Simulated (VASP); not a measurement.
# TiAl (P-6m2) in VASP: further runs, part 2 of 2

VASP 6.6.1. The steps go on from the part before.

## Step 3: Single point, PBE

This run uses another cell than the first one, of 15.59 Å³/atom.

File INCAR:

```
SYSTEM = TiAl
PREC     = Accurate       ! precision mode
ENCUT    = 520            ! plane-wave cutoff, eV
EDIFF    = 1E-6           ! SCF threshold, eV
ISMEAR   = 0              ! smearing method
SIGMA    = 0.15           ! smearing width, eV
LREAL    = .FALSE.        ! projectors in reciprocal space
LASPH    = .TRUE.         ! aspherical terms in the spheres
NELM     = 80             ! most SCF steps
ALGO     = Normal         ! electronic algorithm
ISIF     = 2              ! what is computed and relaxed
LWAVE    = .FALSE.        ! write WAVECAR
LCHARG   = .TRUE.         ! write CHGCAR
GGA      = PE             ! functional
LELF     = .TRUE.         ! ELF
LVHAR    = .TRUE.       
NBANDS   = 14             ! bands
```

File KPOINTS:

```
Automatic mesh
0
G
  18 18 10
  0 0 0
```

File POSCAR:

```
TiAl
1.0
    2.9170000000      0.0000000000      0.0000000000
   -1.4585000000      2.5261961028      0.0000000000
    0.0000000000      0.0000000000      4.2301000000
Ti Al
1 1
Direct
    0.0000000000      0.0000000000      0.0000000000
    0.3333333333      0.6666666667      0.5000000000
```

Potentials or basis: VASP PAW PBE potentials, release 64 (Ti_sv, Al).

Command:

```console
$ cat potpaw_PBE.64/Ti_sv/POTCAR potpaw_PBE.64/Al/POTCAR > POTCAR
$ mpirun -np 1 vasp_std > vasp.out
```

OUTCAR:

```text
SYSTEM = TiAl
   PREC = Accurate
   ENCUT = 520
   EDIFF = 1E-6
   ISMEAR = 0
   LREAL = .FALSE.
   LASPH = .TRUE.
   NELM = 80
   ISIF = 2
   GGA = PE

 ion  position               nearest neighbor table
   1  0.000  0.000  0.000-   2 2.70   2 2.70   2 2.70   2 2.70   2 2.70   2 2.70
   2  0.333  0.667  0.500-   1 2.70   1 2.70   1 2.70   1 2.70   1 2.70   1 2.70

  LATTYP: Found a hexagonal cell.
 ALAT       =     2.9170000000
 C/A-ratio  =     1.4501542681

  Lattice vectors:

 A1 = (   2.9170000000,   0.0000000000,   0.0000000000)
 A2 = (  -1.4585000000,   2.5261961028,   0.0000000000)
 A3 = (   0.0000000000,   0.0000000000,   4.2301000000)

Analysis of symmetry for initial positions (statically):
=====================================================================
 Subroutine PRICEL returns:
 Original cell was already a primitive cell.

 Routine SETGRP: Setting up the symmetry group for a
 hexagonal supercell.

 Subroutine GETGRP returns: Found 12 space group operations
 (whereof 12 operations were pure point group operations)
 out of a pool of 24 trial point group operations.

The static configuration has the point symmetry D_3h.

[... 175 lines left out ...]
      6       6.5103      2.00000
      7       7.7098      2.00000
      8       9.7071      0.00000
      9       9.7071      0.00000
     10      11.0794      0.00000
     11      11.0794      0.00000
     12      14.1810      0.00000
     13      20.6525      0.00000
     14      20.6525      0.00000
[... 377 lines left out ...]
      1     -47.8640      2.00000
      2     -24.3651      2.00000
      3     -24.2132      2.00000
      4     -24.0449      2.00000
      5       3.9876      2.00000
      6       6.1555      2.00000
      7       7.1188      2.00000
      8       7.6631      2.00000
      9       9.9415      0.00000
     10      11.7657      0.00000
     11      12.9044      0.00000
     12      13.9931      0.00000
     13      14.1095      0.00000
     14      15.6388      0.00000

 [... further k-points ...]

------------------------ aborting loop because EDIFF is reached ----------------------------------------

  FORCE on cell =-STRESS in cart. coord.  units (eV):
  Direction    XX          YY          ZZ          XY          YZ          ZX
  --------------------------------------------------------------------------------------
  -------------------------------------------------------------------------------------
  Total        1.0624603      1.0624603      4.2130205      0.0000000      0.0000000     -0.0000000
  in kB       54.6096217     54.6096217    216.5459348      0.0000000      0.0000000     -0.0000000
  external PRESSURE =     108.5883928 kB  Pullay stress =       0.0000000 kB

 VOLUME and BASIS-vectors are now :
 -----------------------------------------------------------------------------
  energy-cutoff  :      520.00
  volume of cell :       31.17
      direct lattice vectors                 reciprocal lattice vectors
     2.917000000  0.000000000  0.000000000     0.342817964  0.197926044  0.000000000
    -1.458500000  2.526196103  0.000000000     0.000000000  0.395852087  0.000000000
     0.000000000  0.000000000  4.230100000     0.000000000  0.000000000  0.236401031

 POSITION                                       TOTAL-FORCE (eV/Angst)
 -----------------------------------------------------------------------------------
      0.00000      0.00000      0.00000         0.000000     -0.000000      0.000000
     -0.00000      1.68413      2.11505        -0.000000      0.000000      0.000000
 -----------------------------------------------------------------------------------
    total drift:                                0.000000     -0.000000      0.000000

  FREE ENERGIE OF THE ION-ELECTRON SYSTEM (eV)
  ---------------------------------------------------
  free  energy   TOTEN  =       -11.9150029689 eV

  energy  without entropy=      -11.8853059232  energy(sigma->0) =      -11.90015445
```

stdout:

```text
POSCAR found type information on POSCAR TiAl
 POSCAR found :  2 types and       2 ions
 scaLAPACK will be used
 LDA part: xc-table for (Slater+PW92), standard interpolation
 POSCAR, INCAR and KPOINTS ok, starting setup
 FFT: planning ... GRIDC
 FFT: planning ... GRID_SOFT
 FFT: planning ... GRID
 WAVECAR not read
 entering main loop
```

Wall time 44 s (1 thread of AMD EPYC 9R45 (Zen 5), shared host); peak memory 0.2 GiB.

What came out:

```yaml
Free_energy: -11.9150 eV
Pressure: 10.9 GPa
Band_gap_on_the_k_mesh: zero (an odd number of electrons rules out a gap without spin polarisation)
```

Stress tensor (GPa, compression positive):
```
 5.46  0.00  0.00
 0.00  5.46  0.00
 0.00  0.00 21.65
```

Caveat: the cell stands under pressure.

## Step 4: Single point, PBE

This run uses another cell than the first one, of 15.56 Å³/atom.

File INCAR:

```
  ALGO = Fast
  EDIFF = 1E-7
  ENCUT = 520
  GGA = PE
  ISIF = 2
  ISMEAR = 0
  LASPH = True
  LCHARG = True
  LELF = True
  LREAL = False
  LVHAR = True
  LWAVE = False
  NBANDS = 14
  NELM = 100
  PREC = Accurate
  SIGMA = 0.15
```

File KPOINTS:

```
k-points
0
Gamma
  18 18 10
```

File POSCAR:

```
TiAl
1.0
    2.8089000000      0.0000000000      0.0000000000
   -1.4044500000      2.4325787567      0.0000000000
    0.0000000000      0.0000000000      4.5554000000
Ti Al
1 1
Direct
    0.0000000000      0.0000000000      0.0000000000
    0.3333333333      0.6666666667      0.5000000000
```

Command:

```console
$ cat potpaw_PBE.64/Ti_sv/POTCAR potpaw_PBE.64/Al/POTCAR > POTCAR
$ mpirun -np 1 vasp_std > vasp.out
```

Wall time 2.6 min (1 thread of AMD EPYC 9R45 (Zen 5), shared host); peak memory 0.2 GiB.

The run converged. Its results:

```
Free energy            : -12.0409 eV
Pressure               : 8.5 GPa
Band gap on the k mesh : zero (an odd number of electrons rules out a gap without spin polarisation)
```

Stress tensor (GPa, compression positive):
```
8.28 0.00 0.00
0.00 8.28 0.00
0.00 0.00 8.98
```

Levels at points of the mesh, in eV from the Fermi level:
```csv
k point,band 4,band 5,band 6,band 7,band 8,band 9,band 10,band 11
"(0.00, 0.00, 0.00)",-32.22,-9.25,-2.35,-1.82,1.36,1.36,2.98,2.98
"(0.50, 0.00, 0.00)",-32.38,-3.88,-2.85,-1.68,-1.09,2.24,4.26,4.36
"(0.00, 0.00, 0.50)",-32.22,-8.28,-5.42,-0.45,1.37,1.37,2.89,2.89
"(0.50, 0.00, 0.50)",-32.38,-3.84,-2.46,-1.94,0.64,1.01,2.02,3.23
```

Caveat: the cell stands under pressure.

## Step 5: Overview

| cell | gap on the mesh (eV) | pressure (GPa) |
| --- | --- | --- |
| a = 2.737, b = 2.737, c = 4.788 Å, angles 90.0, 90.0, 120.0°, 2 atoms | none | 8.2 |
| a = 2.917, b = 2.917, c = 4.230 Å, angles 90.0, 90.0, 120.0°, 2 atoms | none | 10.9 |
| a = 2.809, b = 2.809, c = 4.555 Å, angles 90.0, 90.0, 120.0°, 2 atoms | none | 8.5 |

Alike in all rows: task single point; level PBE; potentials or basis VASP PAW PBE potentials, release 64 (Ti_sv, Al); no spin polarisation; k mesh 18 × 18 × 10; cutoff (eV) 520; smearing gaussian 0.15 eV.

Caveats: the cell stands under pressure.

Absolute energies hang on the potentials; compare differences alone.
